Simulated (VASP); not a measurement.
A run of VASP 6.6.1 is set up as follows.

The input POSCAR:

```
Ga2O3
1.0
    0.0000000000      3.0390611527      0.0000000000
   -6.1278415757      1.5195305764     -0.0025325578
   -2.7769771755      0.0000000000     11.7799544485
Ga O
8 12
Direct
    0.0819062742      0.8361874517      0.8593082331
    0.0867061143      0.8265877713      0.3805286603
    0.9036942053      0.1926115894      0.5770304851
    0.9084940455      0.1830119091      0.0982509124
    0.6524185974      0.6951628053      0.6293445725
    0.6572184376      0.6855631249      0.1505649998
    0.3331818821      0.3336362358      0.8069941457
    0.3379817223      0.3240365555      0.3282145730
    0.1588905512      0.6822188976      0.5310420654
    0.1636903914      0.6726192172      0.0522624927
    0.8267099283      0.3465801435      0.9052966527
    0.8315097684      0.3369804631      0.4265170800
    0.1658373291      0.6683253419      0.7485837485
    0.1706371692      0.6587256615      0.2698041758
    0.8197631504      0.3604736992      0.6877549696
    0.8245629906      0.3508740189      0.2089753969
    0.4902554043      0.0194891914      0.6014607869
    0.4950552445      0.0098895111      0.1226812142
    0.4953450752      1.0093098497      0.8348779312
    0.5001449153      0.9997101693      0.3560983585
```

File INCAR.step1:

```
SYSTEM = Ga2O3
  PREC = Accurate
  ENCUT = 520
  ISMEAR = 0
  SIGMA = 0.05
  LREAL = Auto
  LASPH = .TRUE.
  NELM = 80
  ISYM = 0
  NBANDS = 104
  GGA = PE
  ALGO = Normal
  EDIFF = 1E-4
  LWAVE = .TRUE.
  LCHARG = .FALSE.
  KPAR = 4
```

The input INCAR.step2:

```
SYSTEM = Ga2O3
  PREC = Accurate
  ENCUT = 520
  EDIFF = 1E-6
  ISMEAR = 0
  SIGMA = 0.05
  LREAL = Auto
  LASPH = .TRUE.
  NELM = 80
  ALGO = Normal
  ISIF = 2
  LWAVE = .FALSE.
  LCHARG = .FALSE.
  METAGGA = R2SCAN
  LMIXTAU = .TRUE.
  ISYM = 0
  NBANDS = 104
  ISTART = 1
  KPAR = 4
```

KPOINTS

```
Automatic mesh
0
G
  8 4 2
  0 0 0
```

Potentials or basis: VASP PAW PBE potentials, release 64 (Ga_d, O).

Launch:

```sh
$ cat potpaw_PBE.64/Ga_d/POTCAR potpaw_PBE.64/O/POTCAR > POTCAR
$ cp INCAR.step1 INCAR
$ mpirun -np 4 vasp_std > vasp.out
$ cp INCAR.step2 INCAR
$ mpirun -np 4 vasp_std > vasp.out
```

Task: What does it give for the pressure?

Result: -2.5 GPa.

Task: Predict the largest force.

Result: 2.015 eV/Å.

Task: Estimate the band gap on the k mesh.

Result: 2.10 eV (least direct gap 2.13 eV).

Stress tensor (GPa, compression positive):
```
 0.95  0.01 -1.20
 0.01  0.46  0.00
-1.20  0.00 -9.03
```

Caveat: the cell differs from its parent crystal (the distance across one plane changed); the stress differs along the axes, from -9 to 1 GPa; the PAW data sets were made with another functional, which shifts forces and pressure a little. A k mesh can miss the band edges.
